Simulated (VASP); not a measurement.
Here is a VASP 6.6.1 calculation.

File INCAR:

```
SYSTEM = Be5Te2
PREC = Accurate
ENCUT = 520
EDIFF = 1E-6
ISMEAR = 0
SIGMA = 0.2
LREAL = .FALSE.
LASPH = .TRUE.
NELM = 80
ALGO = Fast
ISIF = 2
LWAVE = .FALSE.
LCHARG = .FALSE.
GGA = PE
NBANDS = 20
```

KPOINTS

```
regular mesh
0
G
  6 6 4
  0 0 0
```

Contents of POSCAR:

```
Be5Te2
1.0
    3.8858595370      0.0055450204      0.0013804779
   -1.9472207273      3.3358458756     -0.4234796234
   -0.0101756217     -1.1403053011      8.8331246118
Be Te
5 2
Direct
   -0.0997087345     -0.0084529763     -0.0126377592
    1.1613814498      0.1760944305      0.7668461515
    0.5638392966      0.3260849043      0.9884975722
    0.2294211794      0.6546413987      0.9869558965
    0.6949511608      0.2431645718      0.3697936083
    0.3271002314      0.5081307618      0.2670997529
    0.7896820831      0.4336702427      0.6534447779
```

Potentials or basis: VASP PAW PBE potentials, release 64 (Be, Te).

The run is started by

```bash
$ cat potpaw_PBE.64/Be/POTCAR potpaw_PBE.64/Te/POTCAR > POTCAR
$ mpirun -np 1 vasp_std > vasp.out
```

Problem. Predict the pressure.

Solution. 0.2 GPa.

Problem. Predict the largest force.

Solution. 0.023 eV/Å.

Problem. What does it give for the band gap on the k mesh?

Solution. Zero (band 11 reaches 7.47 eV, above the bottom of band 12 at 6.40 eV).

Forces on the atoms (eV/Å):
```
Be  -0.007 -0.002 -0.001
Be  -0.006  0.001  0.022
Be   0.004 -0.007 -0.012
Be   0.011 -0.001 -0.011
Be  -0.006  0.001 -0.001
Te   0.004  0.007  0.005
Te   0.000  0.000 -0.001
```

Caveat: spin-orbit coupling is left out, which moves the levels of the heavy elements.
